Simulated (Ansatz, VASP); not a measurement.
**Ga4AsP3: VASP beside Ansatz**

```
P As Ga
1.0
     3.89379    0.00000    0.00000
     0.00000    3.89268    5.50159
     0.00000   -3.89268    5.50159
P As Ga
3 1 4
Direct
  0.00000 0.99999 0.99999
  0.50000 0.99982 0.50010
  0.50000 0.50010 0.99982
  0.00000 0.50014 0.50014
  0.50000 0.87534 0.87534
  0.00000 0.88188 0.37234
  0.00000 0.37234 0.88188
  0.50000 0.37038 0.37038
```

Alike in both runs: task single point; functional r2SCAN; k mesh 6 × 4 × 4; no spin polarisation.

```csv
,VASP,Ansatz
version,VASP 6.6.1,Ansatz 0.2.0
potentials or method,"VASP PAW PBE potentials, release 64 (P, As, Ga_d)","plane waves, PAW"
plane-wave cutoff (eV),520,500
occupations,"gaussian, width 0.01 eV",fixed
valence electrons in the cell,72,82
```

VASP gave:

```
gap on the k mesh at the Fermi level (eV) : 1.67
pressure (GPa)                            : 0.0
rms of the force components (eV/Å)        : 0.004
```

Question: What did Ansatz give for the same quantities?

Answer: gap on the k mesh at the Fermi level (eV): 1.67; pressure (GPa): 0.0; rms of the force components (eV/Å): 0.001.

VASP's potentials were made for PBE, not for r2SCAN. Atom by atom the forces differ by 0.004 eV/Å (rms over components). VASP's potentials hold 72 valence electrons a cell and Ansatz's 82, so a difference there can come from the potentials and not from the codes.
